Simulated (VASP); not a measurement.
# P in VASP: further runs, part 2 of 2

VASP 6.6.1. The steps go on from the part before.

### Step 3. Single point, PBE+D3(BJ) (layers slid over each other)

Input file INCAR:

```
SYSTEM = P
ALGO = Normal
DIPOL = 0.5 0.5 0.379
EDIFF = 1E-6
ENCUT = 520
GGA = PE
IDIPOL = 3
ISIF = 2
ISMEAR = 0
IVDW = 12
LASPH = .True.
LCHARG = .False.
LDIPOL = .True.
LREAL = .False.
LWAVE = .False.
NBANDS = 30
NELM = 80
PREC = Accurate
SIGMA = 0.05
```

Input file KPOINTS:

```
k-points
0
Gamma
  8 6 1
  0 0 0
```

Input file POSCAR:

```
P
1.0
    3.2961869271      0.0000000000      0.0000000000
    0.0000000000      4.4391555608      0.0000000000
    0.0000000000      0.0000000000     21.7461973993
P
8
Direct
    0.5000000000      0.9174951521      0.2069327302
    0.0000000000      0.5825048479      0.2069327302
    0.5000000000      0.0825048479      0.3045635326
    0.0000000000      0.4174951521      0.3045635326
    0.8750000000      0.4575048479      0.4530952478
    0.3750000000      0.1225145437      0.4530952478
    0.8750000000     -0.3774854563      0.5507260501
    0.3750000000     -0.0424951521      0.5507260501
```

Potentials or basis: VASP PAW PBE potentials, release 64 (P).

Started as:

```sh
$ cat potpaw_PBE.64/P/POTCAR > POTCAR
$ mpirun -np 1 vasp_std > vasp.out
```

It took 2.9 min on 1 thread of Intel Xeon 6975P-C (Granite Rapids), shared host; peak memory 0.46 GiB.

It converged, with:

```
Free energy                : -45.1332 eV
Largest force              : 0.164 eV/Å
Band gap on the k mesh     : 0.14 eV (least direct gap 0.15 eV)
Dispersion energy per atom : -0.299 eV
```

Forces on the atoms (eV/Å):
```
P    0.022 -0.069 -0.147
P    0.017  0.087 -0.021
P    0.037 -0.079 -0.106
P    0.043 -0.039 -0.002
P   -0.037  0.079  0.106
P   -0.043  0.039  0.002
P   -0.022  0.069  0.147
P   -0.017 -0.087  0.021
```

Levels at points of the mesh, in eV from the valence-band top:
| k point | band 16 | band 17 | band 18 | band 19 | band 20 | band 21 | band 22 | band 23 | band 24 | band 25 |
| --- | --- | --- | --- | --- | --- | --- | --- | --- | --- | --- |
| (0.00, 0.00, 0.00) | -2.14 | -2.02 | -1.78 | -0.79 | -0.13 | 0.14 | 1.13 | 1.38 | 1.41 | 2.32 |
| (0.50, 0.00, 0.00) | -2.93 | -2.70 | -2.68 | -1.89 | -1.87 | 0.77 | 0.77 | 1.17 | 1.17 | 1.47 |
| (0.00, 0.50, 0.00) | -2.83 | -1.63 | -1.35 | -1.30 | -0.91 | 1.44 | 1.73 | 1.97 | 1.99 | 2.91 |
| (0.50, 0.50, 0.00) | -5.01 | -2.14 | -2.10 | -1.18 | -1.12 | 1.49 | 1.52 | 2.74 | 2.76 | 3.92 |

Caveat: the cell differs from its parent crystal (layers slid over each other).

### Step 4. Single point, PBE+D3(BJ) (layers slid over each other)

Input file INCAR:

```
ALGO = Normal
DIPOL = 0.5 0.5 0.391
EDIFF = 1E-6
ENCUT = 520
GGA = PE
IDIPOL = 3
ISIF = 2
ISMEAR = 0
IVDW = 12
LASPH = T
LCHARG = F
LDIPOL = T
LREAL = F
LWAVE = F
NBANDS = 30
NELM = 100
PREC = Accurate
SIGMA = 0.05
```

Input file KPOINTS:

```
k-points
0
Gamma
  8 6 1
```

Input file POSCAR:

```
P
1.0
    3.2961869271      0.0000000000      0.0000000000
    0.0000000000      4.4391555608      0.0000000000
    0.0000000000      0.0000000000     21.7461973993
P
8
Direct
    0.5000000000      0.9174951521      0.2069327302
    0.0000000000      0.5825048479      0.2069327302
    0.5000000000      0.0825048479      0.3045635326
    0.0000000000      0.4174951521      0.3045635326
    0.8750000000      0.4575048479      0.4774673249
    0.3750000000      0.1225145437      0.4774673249
    0.8750000000     -0.3774854563      0.5750981273
    0.3750000000     -0.0424951521      0.5750981273
```

Potentials or basis: VASP PAW PBE potentials, release 64 (P).

Started as:

```sh
$ cat potpaw_PBE.64/P/POTCAR > POTCAR
$ mpirun -np 1 vasp_std > vasp.out
```

OUTCAR:

```text
EDIFF = 1E-6
   ENCUT = 520
   GGA = PE
   ISIF = 2
   ISMEAR = 0
   IVDW = 12
   LASPH = T
   LREAL = F
   NELM = 100
   PREC = Accurate
 IVDW          = 12

 ion  position               nearest neighbor table
   1  0.500  0.917  0.207-   2 2.22   2 2.22   3 2.25
   2  0.000  0.583  0.207-   1 2.22   1 2.22   4 2.25
   3  0.500  0.083  0.305-   4 2.22   4 2.22   1 2.25
   4  0.000  0.417  0.305-   3 2.22   3 2.22   2 2.25
   5  0.875  0.458  0.477-   6 2.22   6 2.22   7 2.25
   6  0.375  0.123  0.477-   5 2.22   5 2.22   8 2.25
   7  0.875  0.623  0.575-   8 2.22   8 2.22   5 2.25
   8  0.375  0.958  0.575-   7 2.22   7 2.22   6 2.25

[... 1018 lines left out ...]
  in kB      -2.89140    -3.19424    -4.23832    -0.02307     0.28572    -0.71028
  external pressure =       -3.44 kB  Pullay stress =        0.00 kB

 VOLUME and BASIS-vectors are now :
 -----------------------------------------------------------------------------
  energy-cutoff  :      520.00
  volume of cell :      318.20
      direct lattice vectors                 reciprocal lattice vectors
     3.296186927  0.000000000  0.000000000     0.303380853  0.000000000  0.000000000
     0.000000000  4.439155561  0.000000000     0.000000000  0.225268069  0.000000000
     0.000000000  0.000000000 21.746197399     0.000000000  0.000000000  0.045985051

 POSITION                                       TOTAL-FORCE (eV/Angst)
 -----------------------------------------------------------------------------------
      1.64809      4.07290      4.50000         0.005309     -0.019831      0.029937
      0.00000      2.58583      4.50000         0.004428      0.026543      0.064901
      1.64809      0.36625      6.62310         0.007954     -0.010130     -0.011120
      0.00000      1.85333      6.62310         0.008962     -0.019319      0.018989
      2.88416      2.03094     10.38310        -0.007954      0.010130      0.011120
      1.23607      0.54386     10.38310        -0.008962      0.019319     -0.018989
      2.88416      2.76344     12.50620        -0.005309      0.019831     -0.029937
      1.23607      4.25051     12.50620        -0.004428     -0.026543     -0.064901
 -----------------------------------------------------------------------------------
    total drift:                               -0.000000     -0.000005     -0.000051

  FREE ENERGIE OF THE ION-ELECTRON SYSTEM (eV)
  ---------------------------------------------------
  free  energy   TOTEN  =       -45.1531746611 eV

  energy  without entropy=      -45.1531287911  energy(sigma->0) =      -45.15315173

 vacuum level on the upper side and lower side of the slab         5.146         5.144
```

OSZICAR:

```text
N       E                     dE             d eps       ncg     rms          rms(c)
DAV:   1     0.227493381051E+03    0.22749E+03   -0.14583E+04  1560   0.104E+03
DAV:   2    -0.180865794447E+02   -0.24558E+03   -0.23751E+03  2142   0.188E+02
DAV:   3    -0.424827082761E+02   -0.24396E+02   -0.24118E+02  1884   0.624E+01
[... 13 lines left out ...]
DAV:  17    -0.428810104845E+02   -0.76032E-04   -0.46295E-06  1576   0.610E-03    0.349E-03
DAV:  18    -0.428810373087E+02   -0.26824E-04   -0.12665E-06  1614   0.358E-03    0.364E-03
DAV:  19    -0.428810454287E+02   -0.81200E-05   -0.48606E-07  1502   0.208E-03    0.203E-03
DAV:  20    -0.428810480483E+02   -0.26195E-05   -0.10952E-07  1370   0.110E-03    0.741E-04
DAV:  21    -0.428810486243E+02   -0.57604E-06   -0.33606E-08  1320   0.635E-04
   1 F= -.45153175E+02 E0= -.45153152E+02  d E =-.458700E-04
```

stdout:

```text
POSCAR found type information on POSCAR P
 POSCAR found :  1 types and       8 ions
 scaLAPACK will be used
 LDA part: xc-table for (Slater+PW92), standard interpolation
 POSCAR, INCAR and KPOINTS ok, starting setup
 FFT: planning ... GRIDC
 FFT: planning ... GRID_SOFT
 FFT: planning ... GRID
 WAVECAR not read
 entering main loop
```

Wall time 2.9 min (1 thread of Intel Xeon 6975P-C (Granite Rapids), shared host); peak memory 0.46 GiB.

What came out:

```
Free energy                : -45.1532 eV
Largest force              : 0.070 eV/Å
Band gap on the k mesh     : 0.18 eV
Dispersion energy per atom : -0.284 eV
```

Forces on the atoms (eV/Å):
```
P    0.005 -0.020  0.030
P    0.004  0.027  0.065
P    0.008 -0.010 -0.011
P    0.009 -0.019  0.019
P   -0.008  0.010  0.011
P   -0.009  0.019 -0.019
P   -0.005  0.020 -0.030
P   -0.004 -0.027 -0.065
```

Caveat: the cell differs from its parent crystal (layers slid over each other).

### Step 5. Summary

```tsv
cell	gap on the mesh (eV)	largest force (eV/Å)
as given, atomic positions A	0.58	0.07
as given, atomic positions B	0.14	0.16
as given, atomic positions C	0.18	0.07
```

Alike in all rows: task single point; level PBE+D3(BJ); potentials or basis VASP PAW PBE potentials, release 64 (P); no spin polarisation; k mesh 8 × 6 × 1; cutoff (eV) 520; smearing gaussian 0.05 eV.

Total energies depend on the potentials used, so only differences within one code and one set of settings carry meaning.
